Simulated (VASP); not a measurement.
Runs of VASP 6.6.1 on Ti2O. Symmetry: P-3m1, No. 164, trigonal system. Conventional cell: a = 2.919 Å, b = 2.919 Å, c = 4.713 Å, α = 90.00°, β = 90.00°, γ = 120.00°. Within 2.8 Å of Ti (site symmetry 3m) lie 3 O at 2.14 Å and 3 Ti at 2.68 Å. O (site symmetry -3m) has 6 Ti at 2.14 Å within 2.8 Å. 

```csv
potentials or basis,k mesh,cutoff (eV),smearing,gap on the mesh (eV),pressure (GPa),largest force (eV/Å)
"VASP PAW PBE potentials, release 64 (Ti_sv, O)",24 × 24 × 12,660,gaussian 0.1 eV,none,10.0,1.00
"VASP PAW PBE potentials, release 64 (Ti_sv, O_h)",9 × 9 × 5,1480,gaussian 0.4 eV,none,10.3,1.06
"VASP PAW PBE potentials, release 64 (Ti_sv, O)",18 × 18 × 10,660,methfessel-paxton 0.01 eV,none,10.0,1.03
"VASP PAW PBE potentials, release 64 (Ti_sv, O_h)",9 × 9 × 5,1480,gaussian 0.2 eV,none,10.2,1.03
"VASP PAW PBE potentials, release 64 (Ti_sv, O)",18 × 18 × 10,660,methfessel-paxton 0.5 eV,none,(a),1.01
```

Alike in all rows: task single point; level r2SCAN; no spin polarisation; cell as given.

Fill in the values left out.

(a) 9.9.

Caveats: the PAW data sets were made with another functional, which shifts forces and pressure a little; the stress differs along the axes, from 7 to 15 GPa (at least some runs); the stress differs along the axes, from 8 to 16 GPa (at least some runs); so wide a smearing shifts energies and pressures (at least some runs); the stress differs along the axes, from 8 to 15 GPa (at least some runs).

A gap of «none» marks levels without a gap at the run's occupations.
